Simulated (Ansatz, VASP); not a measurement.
## ZnS: VASP beside Ansatz

INCAR

```
ALGO = Normal
EDIFF = 1E-6
ENCUT = 520
GGA = RP
ISIF = 2
ISMEAR = -1
LASPH = T
LCHARG = F
LREAL = F
LWAVE = F
NBANDS = 66
NELM = 100
PREC = Accurate
SIGMA = 0.05
```

KPOINTS

```
k-points
0
Gamma
  8 8 2
```

The input POSCAR:

```
ZnS
1.0
    3.8120000000      0.0000000000      0.0000000000
   -1.9060000000      3.3012888392      0.0000000000
    0.0000000000      0.0000000000     18.6899900000
Zn S
6 6
Direct
    0.3333333333      0.6666666667      0.8333300000
    0.6666666667      0.3333333333      0.3333300000
    0.6666666667      0.3333333333      0.6666700000
    0.3333333333      0.6666666667      0.1666700000
    0.0000000000      0.0000000000      0.5000000000
    0.0000000000      0.0000000000      0.0000000000
    0.3333333333      0.6666666667      0.9583300000
    0.6666666667      0.3333333333      0.4583300000
    0.6666666667      0.3333333333      0.7916700000
    0.3333333333      0.6666666667      0.2916700000
    0.0000000000      0.0000000000      0.6250000000
    0.0000000000      0.0000000000      0.1250000000
```

input.yaml

```yaml
crystal:
  lattice:
    - [3.812, 0.0, 0.0]
    - [-1.906, 3.3012888392, 0.0]
    - [0.0, 0.0, 18.68999]
  atoms:
    - { symbol: Zn, position: [0.3333333333, 0.6666666667, 0.83333] }
    - { symbol: Zn, position: [0.6666666667, 0.3333333333, 0.33333] }
    - { symbol: Zn, position: [0.6666666667, 0.3333333333, 0.66667] }
    - { symbol: Zn, position: [0.3333333333, 0.6666666667, 0.16667] }
    - { symbol: Zn, position: [0.0, 0.0, 0.5] }
    - { symbol: Zn, position: [0.0, 0.0, 0.0] }
    - { symbol: S, position: [0.3333333333, 0.6666666667, 0.95833] }
    - { symbol: S, position: [0.6666666667, 0.3333333333, 0.45833] }
    - { symbol: S, position: [0.6666666667, 0.3333333333, 0.79167] }
    - { symbol: S, position: [0.3333333333, 0.6666666667, 0.29167] }
    - { symbol: S, position: [0.0, 0.0, 0.625] }
    - { symbol: S, position: [0.0, 0.0, 0.125] }
hamiltonian:
  xc: rpbe
  pseudopotentials: { kind: paw }
kpoints:
  mp_grid: { grid: [8, 8, 2] }
  band_path:
    path:
      - [[0.0, 0.0, 0.0], [0.5, 0.0, 0.0], [0.3333333333, 0.3333333333, 0.0], [0.0, 0.0, 0.0], [0.0, 0.0, 0.5], [0.5, 0.0, 0.5], [0.3333333333, 0.3333333333, 0.5], [0.0, 0.0, 0.5]]
      - [[0.5, 0.0, 0.5], [0.5, 0.0, 0.0]]
      - [[0.3333333333, 0.3333333333, 0.0], [0.3333333333, 0.3333333333, 0.5]]
    npoints: 10
scf:
  occupations: { method: fermi_dirac, width: 0.05 }
  n_extra_bands: 30
output:
  forces: true
  stress: true
  eigenvalues: true
  fatbands: false
```

Alike in both runs: functional RPBE; k mesh 8 × 8 × 2; occupations fermi-dirac, width 0.05 eV; no spin polarisation.

```csv
,VASP,Ansatz
version,VASP 6.6.1,Ansatz 0.2.0
potentials or method,"VASP PAW PBE potentials, release 64 (Zn, S)",Ansatz PAW
plane-wave cutoff (eV),520,420
valence electrons in the cell,108,108
task,single point,band structure
```

```csv
,VASP,Ansatz,Ansatz less VASP
gap on the k mesh at the Fermi level (eV),2.33,2.33,-0.001
least direct gap on the mesh (eV),2.33,2.33,-0.001
pressure (GPa),4.8,4.7,-0.10
rms of the force components (eV/Å),0.010,0.009,-0.0002
```

VASP's potentials were made for PBE, not for RPBE. Atom by atom the forces differ by 0.001 eV/Å (rms over components).
